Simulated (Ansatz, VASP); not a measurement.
**W: VASP beside Ansatz**

```
CELL_PARAMETERS angstrom
-1.67717 1.67717 1.51744
1.67717 -1.67717 1.51744
1.67717 1.67717 -1.51744
ATOMIC_POSITIONS crystal
W 0.00000 0.00000 0.00000
```

Change from the starting cell: strain +0.050 along x and y, -0.050 along z, atoms carried along.

Alike in both runs: task single point; functional PBEsol; k mesh 20 × 20 × 20; occupations gaussian, width 0.15 eV; no spin polarisation.

|  | VASP | Ansatz |
| --- | --- | --- |
| version | VASP 6.6.1 | Ansatz 0.2.0 |
| potentials or method | VASP PAW PBE potentials, release 64 (W_sv), cutoff 520 eV | scalar-relativistic, plane waves, PAW |
| valence electrons in the cell | 14 | 14 |

|  | VASP | Ansatz | Ansatz less VASP |
| --- | --- | --- | --- |
| gap on the k mesh at the Fermi level (eV) | none | none | - |
| pressure (GPa) | -21.0 | -21.4 | -0.35 |
| traceless stress, the component that is largest in VASP (GPa) | 18.12 | 18.11 | -0.013 |

VASP's potentials were made for PBE, not for PBEsol. A gap of «none» marks a metal or a gap that the smearing closes.

Spin-orbit coupling is off throughout.
